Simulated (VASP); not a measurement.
Set up this calculation in VASP 6.6.1, as the native input.

```yaml
Task: single point
Functional: PBE
Potentials_or_basis: VASP PAW PBE potentials, release 64 (Mg, C, H)
Cutoff: 520 eV
k_mesh: 3 × 3 × 1
Occupations: gaussian, width 0.1 eV
Spin: no spin polarisation
Dipole_correction: no
Further_INCAR_settings: ALGO = Normal; EDIFF = 1e-06; NBANDS = 28
```

The structure of Mg12HC lies in POSCAR:

```
Mg12HC
1.0
    6.4200000000      0.0000000000      0.0000000000
    3.2100000000      5.5598830000      0.0000000000
    0.0000000000      0.0000000000     17.2130400000
Mg C H
12 1 1
Direct
    0.0000000000      0.0000000000      0.0580954900
    0.5000000000      0.0000000000      0.0580954900
    0.0000000000      0.5000000100      0.0580954900
    0.5000000000      0.5000000100      0.0580954900
   -0.1698884020      0.3353802652      0.2193012468
    0.3282251503      0.3342634283      0.2447579811
   -0.1692518496      0.8330406028      0.2190852398
    0.3317431643      0.8329775695      0.2193539935
    0.0775520433      0.2123604565      0.3825856706
    0.5783185716     -0.0390437650      0.3801312457
    0.0775208619      0.7053624260      0.3824398994
    0.5790071352      0.4538924891      0.3808190221
    0.3279240652      0.3334239331      0.3752929529
    0.3274724939     -0.1664743605      0.3993921182
```

These files were run (other wordings do the same):

INCAR

```
SYSTEM = Mg12HC
PREC = Accurate
ENCUT = 520
EDIFF = 1E-6
ISMEAR = 0
SIGMA = 0.1
LREAL = .False.
LASPH = .True.
NELM = 80
ALGO = Normal
ISIF = 2
LWAVE = .False.
LCHARG = .False.
GGA = PE
NBANDS = 28
```

KPOINTS

```
regular mesh
0
Gamma
  3 3 1
  0 0 0
```

Potentials or basis: VASP PAW PBE potentials, release 64 (Mg, C, H).

The run is started by

```console
$ cat potpaw_PBE.64/Mg/POTCAR potpaw_PBE.64/C/POTCAR potpaw_PBE.64/H/POTCAR > POTCAR
$ mpirun -np 1 vasp_std > vasp.out
```

Results of the run:

- Largest force: 0.136 eV/Å
- Band gap on the k mesh: zero (an odd number of electrons rules out a gap without spin polarisation)

Caveat: the k points lie up to 0.38 Å⁻¹ apart, too coarse for converged energies and pressures of a metal.

Run time: 2.7 min on 1 thread of Intel(R) Xeon(R) Platinum 8488C (Sapphire Rapids), on a shared host, peak memory 0.62 GiB.
